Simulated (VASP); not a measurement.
# MnS: single point with PBE

The system is MnS.

```
Mn S
1.0
     3.95358    0.00000    0.00000
    -1.97679    3.42390    0.00000
     0.00000    0.00000    6.34253
Mn S
2 2
Direct
  0.66667 0.33333 0.49884
  0.33333 0.66667 0.99884
  0.33333 0.66667 0.62615
  0.66667 0.33333 0.12615
```

```yaml
Program: VASP 6.6.1
Task: single point
Functional: PBE
Potentials_or_basis: VASP PAW PBE potentials, release 64 (Mn_pv, S)
Cutoff: 520 eV
k_mesh: 7 × 7 × 4
Occupations: fermi-dirac, width 0.05 eV
Spin: collinear spin, ferromagnetic start
Starting_moments: "[4.0, 4.0, 0.0, 0.0] μB"
Fixed_moment: 8 μB
Dipole_correction: no
Further_INCAR_settings: ALGO = Normal; EDIFF = 1e-06; NBANDS = 31
```

```yaml
Pressure: -4.8 GPa
Largest_force: 0.125 eV/Å
Net_moment: 8.00 μB per cell
Site_moments: Mn +3.71; S -0.03 μB
Valence_electrons_inside_the_program's_atomic_spheres: Mn 11.44; S 3.71
```

Forces in eV/Å, atoms in the order of the input:
```
Mn   0.000  0.000  0.125
Mn   0.000  0.000  0.125
S    0.000  0.000 -0.125
S    0.000  0.000 -0.125
```

Stress tensor (GPa, compression positive):
```
-5.59  0.00  0.00
 0.00 -5.59  0.00
 0.00  0.00 -3.15
```

It took 80 s on 1 thread of Intel(R) Xeon(R) Platinum 8488C (Sapphire Rapids), with other jobs on the host, peak memory 0.28 GiB.

Caveat: the cell stands under tension; the total moment is fixed, so each spin has its own Fermi level; only a ferromagnetic start was run, and an antiferromagnetic order may lie lower in energy.
